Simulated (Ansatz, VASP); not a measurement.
## S in VASP and in Ansatz

```xyz
3
Lattice="4.2117 0.0000 0.0000 -2.1059 3.6474 0.0000 0.0000 0.0000 4.7864" Properties=species:S:1:pos:R:3 pbc="T T T"
S     0.9139    0.0000    0.7977
S    -0.4570    0.7915    3.9887
S     1.6489    2.8560    2.3932
```

Alike in both runs: task single point; functional PBEsol; k mesh 9 × 9 × 6; occupations gaussian, width 0.02 eV; no spin polarisation.

|  | VASP | Ansatz |
| --- | --- | --- |
| version | VASP 6.6.1 | Ansatz 0.2.0 |
| potentials or method | VASP PAW PBE potentials, release 64 (S), cutoff 520 eV | scalar-relativistic, plane waves, PAW |
| valence electrons in the cell | 18 | 18 |

|  | VASP | Ansatz | Ansatz less VASP |
| --- | --- | --- | --- |
| gap on the k mesh at the Fermi level (eV) | 1.09 | 1.05 | -0.039 |
| least direct gap on the mesh (eV) | 1.29 | 1.25 | -0.039 |
| pressure (GPa) | -9.1 | -8.9 | +0.17 |
| traceless stress, the component that is largest in VASP (GPa) | -4.67 | -4.55 | +0.129 |
| rms of the force components (eV/Å) | 1.035 | 1.010 | -0.0251 |

VASP's potentials were made for PBE, not for PBEsol. Atom by atom the forces differ by 0.025 eV/Å (rms over components). With one functional, cell and mesh, what is left measures potentials, basis and numerics.
